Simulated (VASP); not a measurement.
# CuSi16 (a cell with a defect) in VASP: single point with PBE

Aim: the single point of CuSi16 (a cell with a defect) with PBE.

Everything below comes from runs of VASP 6.6.1. Logs are shortened: lines on timing, memory, paths and dates and some standing lists are left out, and cuts for length are marked.

### 1 The cell of the first run

The cell holds a defect, 17 atoms: a = 7.679 Å, b = 7.679 Å, c = 7.679 Å, α = 60.00°, β = 60.00°, γ = 60.00°.

### 2 Single point, PBE

Input file INCAR:

```
SYSTEM = CuSi16
PREC = Accurate ; ENCUT = 520
EDIFF = 1E-6 ; ISMEAR = 0
SIGMA = 0.02 ; LREAL = Auto
LASPH = .True. ; NELM = 80
ALGO = Normal ; ISIF = 2
LWAVE = .False. ; LCHARG = .False.
GGA = PE ; NELECT = 74.0
NBANDS = 52
```

Input file KPOINTS:

```
Automatic mesh
0
Gamma
  2 2 2
  0 0 0
```

Input file POSCAR:

```
CuSi16
1.0
    0.0000000000      5.4300000000      5.4300000000
    5.4300000000      0.0000000000      5.4300000000
    5.4300000000      5.4300000000      0.0000000000
Si Cu
16 1
Direct
   -0.0031991713     -0.0034360037     -0.0053546041
    0.1357787293      0.1363932781      0.0880827808
    0.0172444751      0.0149236648      0.4601825967
    0.1198943831      0.1173584715      0.6232686004
    0.0015635359      0.5097075506     -0.0100775322
    0.1152220994      0.6232294659      0.1341351750
   -0.0197377532      0.5091117864      0.5053521179
    0.1158003683      0.6443602210      0.6188112339
    0.5091977901      0.0011408840     -0.0090224678
    0.6234649171      0.1157954880      0.1334558932
    0.5122073665     -0.0214976059      0.5043047882
    0.6467453039      0.1126558011      0.6201985267
    0.4882780847      0.4890068140      0.0371572744
    0.6282630755      0.6277562615      0.1306750460
    0.5077854512      0.5046274401      0.5021458564
    0.6096728361      0.6080581031      0.6650376611
    0.3149476980      0.3121583794      0.5590314917
```

Potentials or basis: VASP PAW PBE potentials, release 64 (Si, Cu).

Launch:

```sh
$ cat potpaw_PBE.64/Si/POTCAR potpaw_PBE.64/Cu/POTCAR > POTCAR
$ mpirun -np 1 vasp_std > vasp.out
```

OUTCAR:

```text
SYSTEM = CuSi16
   PREC = Accurate
   ENCUT = 520
   EDIFF = 1E-6
   ISMEAR = 0
   LREAL = Auto
   LASPH = .True.
   NELM = 80
   ISIF = 2
   GGA = PE
   NELECT = 74.0

 ion  position               nearest neighbor table
   1  0.997  0.997  0.995-   4 2.33  10 2.34   2 2.34   6 2.34
   2  0.136  0.136  0.088-   3 2.33   1 2.34   5 2.35   9 2.35
   3  0.017  0.015  0.460-   4 2.32   2 2.33   8 2.34  12 2.34
   4  0.120  0.117  0.623-   3 2.32   1 2.33  17 2.34   7 2.46  11 2.46
   5  0.002  0.510  0.990-   8 2.33   6 2.33  14 2.34   2 2.35
   6  0.115  0.623  0.134-   7 2.33   5 2.33   1 2.34  13 2.35
   7  0.980  0.509  0.505-   6 2.33  16 2.34  17 2.37   8 2.41   4 2.46
   8  0.116  0.644  0.619-   5 2.33   3 2.34  17 2.37   7 2.41  15 2.46
   9  0.509  0.001  0.991-  12 2.33  10 2.33  14 2.34   2 2.35
  10  0.623  0.116  0.133-  11 2.33   9 2.33   1 2.34  13 2.35
  11  0.512  0.979  0.504-  10 2.33  16 2.34  17 2.37  12 2.41   4 2.46
  12  0.647  0.113  0.620-   9 2.33   3 2.34  17 2.37  11 2.41  15 2.46
  13  0.488  0.489  0.037-  16 2.33  14 2.34   6 2.35  10 2.35
  14  0.628  0.628  0.131-  15 2.33  13 2.34   5 2.34   9 2.34
  15  0.508  0.505  0.502-  16 2.32  14 2.33  17 2.34  12 2.46   8 2.46
  16  0.610  0.608  0.665-  15 2.32  13 2.33   7 2.34  11 2.34
  17  0.315  0.312  0.559-  15 2.34   4 2.34  11 2.37   7 2.37   8 2.37  12 2.37

  LATTYP: Found a face centered cubic cell.
 ALAT       =    10.8600000000

  Lattice vectors:

 A1 = (   0.0000000000,   5.4300000000,   5.4300000000)
 A2 = (   5.4300000000,   0.0000000000,   5.4300000000)
 A3 = (   5.4300000000,   5.4300000000,   0.0000000000)

Analysis of symmetry for initial positions (statically):
=====================================================================
 Subroutine PRICEL returns:
 Original cell was already a primitive cell.

 Routine SETGRP: Setting up the symmetry group for a
 face centered cubic supercell.

 Subroutine GETGRP returns: Found  1 space group operations
 (whereof  1 operations were pure point group operations)
 out of a pool of 48 trial point group operations.

The static configuration has the point symmetry C_1 .

Analysis of symmetry for dynamics (positions and initial velocities):
=====================================================================
 Subroutine PRICEL returns:
 Original cell was already a primitive cell.

 Routine SETGRP: Setting up the symmetry group for a
 face centered cubic supercell.

 Subroutine GETGRP returns: Found  1 space group operations
 (whereof  1 operations were pure point group operations)
 out of a pool of 48 trial point group operations.

The dynamic configuration has the point symmetry C_1 .

 Subroutine INISYM returns: Found  1 space group operations
 (whereof  1 operations are pure point group operations),
 and found     1 'primitive' translations

----------------------------------------------------------------------------------------

                                     Primitive cell

  volume of cell :     320.2060

  direct lattice vectors                    reciprocal lattice vectors
     0.000000000  5.430000000  5.430000000    -0.092081031  0.092081031  0.092081031
     5.430000000  0.000000000  5.430000000     0.092081031 -0.092081031  0.092081031
     5.430000000  5.430000000  0.000000000     0.092081031  0.092081031 -0.092081031

  length of vectors
     7.679179644  7.679179644  7.679179644     0.159489025  0.159489025  0.159489025

  position of ions in fractional coordinates (direct lattice)
     0.996800829  0.996563996  0.994645396
     0.135778729  0.136393278  0.088082781
     0.017244475  0.014923665  0.460182597
     0.119894383  0.117358471  0.623268600
     0.001563536  0.509707551  0.989922468
     0.115222099  0.623229466  0.134135175
[... 9 lines left out ...]
     0.609672836  0.608058103  0.665037661
     0.314947698  0.312158379  0.559031492

  ion indices of the primitive-cell ions
   primitive index   ion index
                 1           1
                 2           2
                 3           3
                 4           4
                 5           5
                 6           6
[... 9 lines left out ...]
                16          16
                17          17

----------------------------------------------------------------------------------------

 KPOINTS: Automatic mesh

Automatic generation of k-mesh.
 Grid dimensions read from file:
 generate k-points for:    2    2    2

 Generating k-lattice:

  Cartesian coordinates                     Fractional coordinates (reciprocal lattice)
    -0.046040516  0.046040516  0.046040516     0.500000000  0.000000000  0.000000000
     0.046040516 -0.046040516  0.046040516     0.000000000  0.500000000  0.000000000
     0.046040516  0.046040516 -0.046040516     0.000000000  0.000000000  0.500000000

  Length of vectors
     0.079744512  0.079744512  0.079744512

  Shift w.r.t. Gamma in fractional coordinates (k-lattice)
     0.000000000  0.000000000  0.000000000

 Subroutine IBZKPT returns following result:
 ===========================================

 Found      8 irreducible k-points:

 Following reciprocal coordinates:
            Coordinates               Weight
  0.000000  0.000000  0.000000      1.000000
  0.500000  0.000000  0.000000      1.000000
  0.000000  0.500000  0.000000      1.000000
  0.000000  0.000000  0.500000      1.000000
  0.500000  0.500000  0.500000      1.000000
  0.500000  0.500000  0.000000      1.000000
  0.000000  0.500000  0.500000      1.000000
  0.500000  0.000000  0.500000      1.000000
   k-points           NKPTS =      8   k-points in BZ     NKDIM =      8   number of bands    NBANDS=     52
   number of dos      NEDOS =    301   number of ions     NIONS =     17
   total plane-waves  NPLWV = 216000
   dimension x,y,z NGX =    60 NGY =   60 NGZ =   60
   dimension x,y,z NGXF=   120 NGYF=  120 NGZF=  120
   ions per type =              16   1
   NGX,Y,Z   is equivalent  to a cutoff of  12.99, 12.99, 12.99 a.u.
   NGXF,Y,Z  is equivalent  to a cutoff of  25.98, 25.98, 25.98 a.u.
 SYSTEM =  CuSi16
   PREC   = accura    normal or accurate (medium, high low for compatibility)
   ISTART =      0    job   : 0-new  1-cont  2-samecut
   ICHARG =      2    charge: 1-file 2-atom 10-const
   ISPIN  =      1    spin polarized calculation?
   LNONCOLLINEAR =      F non collinear calculations
   LSORBIT =      F    spin-orbit coupling
   LASPH  =      T    aspherical Exc in radial PAW
   ENCUT  =  520.0 eV  38.22 Ry    6.18 a.u.  14.28 14.28 14.28*2*pi/ulx,y,z
   NELM   =     80;   NELMIN=  2; NELMDL= -5     # of ELM steps
   EDIFF  = 0.1E-05   stopping-criterion for ELM
   LREAL  =      T    real-space projection
   EDIFFG = 0.1E-04   stopping-criterion for IOM
   NSW    =      0    number of steps for IOM
   IBRION =     -1    ionic relax: 0-MD 1-quasi-New 2-CG
   NFREE  =      0    steps in history (QN), initial steepest desc. (CG)
   ISIF   =      2    stress and relaxation
   ISYM   =      2    0-nonsym 1-usesym 2-fastsym
   POTIM  = 0.5000    time-step for ionic-motion
   TEBEG  =    0.0;   TEEND  =   0.0 temperature during run
   PSTRESS=    0.0 pullay stress
   NELECT =      74.0000    total number of electrons
   NUPDOWN=      -1.0000    fix difference up-down
   EMIN   =  10.00;   EMAX   =-10.00  energy-range for DOS
   EFERMI =   0.00;   METHOD = LEGACY
   ISMEAR =     0;   SIGMA  =   0.02  broadening in eV -4-tet -1-fermi 0-gaus
   EFERMI_NEDOS =   21; number of points for ismear=-14 and -15
   IALGO  =     38    algorithm
   IMIX   =      4    mixing-type and parameters
     AMIX     =   0.40;   BMIX     =  1.00
     AMIX_MAG =   1.60;   BMIX_MAG =  1.00
  volume/ion in A,a.u.               =      18.84       127.11
  Fermi-wavevector in a.u.,A,eV,Ry     =   1.004636  1.898488 13.732283  1.009294
  Thomas-Fermi vector in A             =   2.137265
   LORBIT       =      0    0 simple, 1 ext, 2 COOP (PROOUT), +10 PAW based schemes
   GGA     = PE    functional components
   LHFCALC =     F    Hartree Fock is set to
   AEXX    =    0.0000 exact exchange contribution
   IVDW    =     0    specifies the selected vdW correction
   LEPSILON=     F    determine dielectric tensor
   LRPA    =     F    only Hartree local field effects (RPA)
 non-spin polarized calculation
 Gauss-broadening in eV      SIGMA  =   0.02
  energy-cutoff  :      520.00
  volume of cell :      320.21
 maximum number of plane-waves:      8646
 NGX is ok and might be reduce to    60
   NGX = 29   NGY = 29   NGZ = 29

 number of electron      74.0000001 magnetization

 Free energy of the ion-electron system (eV)
  ---------------------------------------------------
  ext. energy  EPLUGINS =         0.00000000
  ---------------------------------------------------
  free energy    TOTEN  =       -94.16938421 eV

  energy without entropy =      -94.16938421  energy(sigma->0) =      -94.16938421

 E-fermi :   6.4001     XC(G=0):  -9.6178

 val. band max:        6.3215111461   @ k =   0.0000   0.0000   0.0000
 cond. band min:       6.4786054513   @ k =   0.0000   0.0000   0.0000
 fundamental gap:      0.1570943052
 Fermi energy:         6.4000565951

 k-point     1 :       0.0000    0.0000    0.0000
  band No.  band energies     occupation
      1      -5.8977      2.00000
      2      -3.5485      2.00000
      3      -3.5135      2.00000
      4      -3.4826      2.00000
      5      -3.4718      2.00000
      6      -1.9392      2.00000
[... 41 lines left out ...]
     48       8.4161      0.00000
     49       8.5006      0.00000

 k-point     2 :       0.5000    0.0000    0.0000
  band No.  band energies     occupation
      1      -5.1728      2.00000
      2      -5.0016      2.00000
      3      -3.3189      2.00000
      4      -3.2125      2.00000
      5      -3.1094      2.00000
      6      -3.0958      2.00000
[... 304 lines left out ...]
 k-point     8 :       0.5000    0.0000    0.5000
  band No.  band energies     occupation
      1      -4.9272      2.00000
      2      -4.7185      2.00000
      3      -3.9150      2.00000
      4      -3.7715      2.00000
      5      -3.7482      2.00000
      6      -3.7335      2.00000
[... 41 lines left out ...]
     48      10.4216      0.00000
     49      10.4460      0.00000
 [bands above 49 left out]

------------------------ aborting loop because EDIFF is reached ----------------------------------------

  FORCE on cell =-STRESS in cart. coord.  units (eV):
  Direction    XX          YY          ZZ          XY          YZ          ZX
  --------------------------------------------------------------------------------------
  -------------------------------------------------------------------------------------
  Total       -1.3355297     -1.3633314     -1.0623223      1.1761107     -0.1418284     -0.1223548
  in kB       -6.6824337     -6.8215418     -5.3154175      5.8847674     -0.7096499     -0.6122121
  external PRESSURE =      -6.2731310 kB  Pullay stress =       0.0000000 kB

 VOLUME and BASIS-vectors are now :
 -----------------------------------------------------------------------------
  energy-cutoff  :      520.00
  volume of cell :      320.21
      direct lattice vectors                 reciprocal lattice vectors
     0.000000000  5.430000000  5.430000000    -0.092081031  0.092081031  0.092081031
     5.430000000  0.000000000  5.430000000     0.092081031 -0.092081031  0.092081031
     5.430000000  5.430000000  0.000000000     0.092081031  0.092081031 -0.092081031

 POSITION                                       TOTAL-FORCE (eV/Angst)
 -----------------------------------------------------------------------------------
     10.81227     10.81355     10.82397         0.002007      0.003969      0.000568
      1.21890      1.21557      1.47789        -0.009699      0.013755     -0.006999
      2.57983      2.59243      0.17467         0.011336      0.001640     -0.000710
      4.02161      4.03538      1.28828         0.003060      0.003858      0.030790
      8.14299      5.38377      2.77620         0.012406      0.010109     -0.008668
      4.11249      1.35401      4.00979        -0.006781     -0.006645      0.007333
[... 9 lines left out ...]
      6.91291      6.92168      6.61228        -0.006084     -0.010457     -0.000283
      4.73056      4.74571      3.40519        -0.007117     -0.012229      0.008089
 -----------------------------------------------------------------------------------
    total drift:                                0.000051      0.000623     -0.002592

  FREE ENERGIE OF THE ION-ELECTRON SYSTEM (eV)
  ---------------------------------------------------
  free  energy   TOTEN  =       -94.1693842060 eV

  energy  without entropy=      -94.1693842054  energy(sigma->0) =      -94.16938421
```

Wall time 9.8 min (1 thread of Intel Xeon 8259CL, shared host); peak memory 0.5 GiB.

Results:

```yaml
Free_energy: -94.1694 eV
Largest_force: 0.036 eV/Å
```

Forces on the atoms (eV/Å):
```
Si   0.002  0.004  0.001
Si  -0.010  0.014 -0.007
Si   0.011  0.002 -0.001
Si   0.003  0.004  0.031
Si   0.012  0.010 -0.009
Si  -0.007 -0.007  0.007
Si  -0.002  0.011  0.026
Si  -0.002  0.007 -0.023
Si   0.005  0.014 -0.014
Si  -0.009 -0.005  0.017
Si   0.031  0.007  0.000
Si  -0.006 -0.034 -0.009
Si  -0.014  0.008  0.009
Si  -0.003 -0.004 -0.004
Si   0.001 -0.008 -0.031
Si  -0.006 -0.010  0.000
Cu  -0.007 -0.012  0.008
```

Levels at points of the mesh, in eV from the Fermi level:
| k point | band 35 | band 36 | band 37 | band 38 | band 39 | band 40 |
| --- | --- | --- | --- | --- | --- | --- |
| (0.00, 0.00, 0.00) | -0.51 | -0.09 | -0.08 | 0.08 | 0.12 | 0.55 |
| (0.50, 0.00, 0.00) | -0.99 | -0.91 | -0.73 | 0.69 | 1.03 | 1.09 |
| (0.00, 0.50, 0.00) | -0.99 | -0.91 | -0.73 | 0.69 | 1.03 | 1.09 |
| (0.00, 0.00, 0.50) | -0.90 | -0.59 | -0.43 | 0.59 | 0.98 | 1.45 |
| (0.50, 0.50, 0.50) | -0.96 | -0.90 | -0.68 | 0.70 | 1.04 | 1.12 |
| (0.50, 0.50, 0.00) | -1.48 | -1.46 | -1.11 | 0.74 | 0.81 | 1.88 |
| (0.00, 0.50, 0.50) | -1.47 | -1.44 | -1.16 | 0.74 | 0.83 | 1.88 |
| (0.50, 0.00, 0.50) | -1.47 | -1.44 | -1.17 | 0.74 | 0.83 | 1.88 |

Caveat: the k points lie up to 0.50 Å⁻¹ apart; the cell carries a net charge on a neutralising background, which shifts energy and pressure; the cell is charged against a uniform background, so pressure and absolute levels hang on convention.
